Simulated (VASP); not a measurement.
Ga3Se:

```
Se Ga
1.0
     4.40272    0.00000    0.00000
     0.00000    4.40272    0.00000
     0.00000    0.00000    4.40272
Se Ga
1 3
Direct
  0.00000 0.00000 0.00000
  0.50000 0.50000 0.00000
  0.50000 0.00000 0.50000
  0.00000 0.50000 0.50000
```

Base run:

- Program: VASP 6.6.1
- Functional: PBEsol
- Potentials or basis: VASP PAW PBE potentials, release 64 (Se, Ga_d)
- Cutoff: 520 eV
- k mesh: 6 × 6 × 6
- Occupations: fermi-dirac, width 0.05 eV
- Spin: no spin polarisation

Its results: pressure -2.8 GPa.

Question: The run is repeated on the same cell with these changes: functional from PBEsol to PBE. What comes out?

Answer: Pressure 0.4 GPa.

PBE binds less tightly than PBEsol, so the same cell stands under more pressure.

Caveats: the PAW data sets were made with another functional, which shifts forces and pressure a little (some runs).
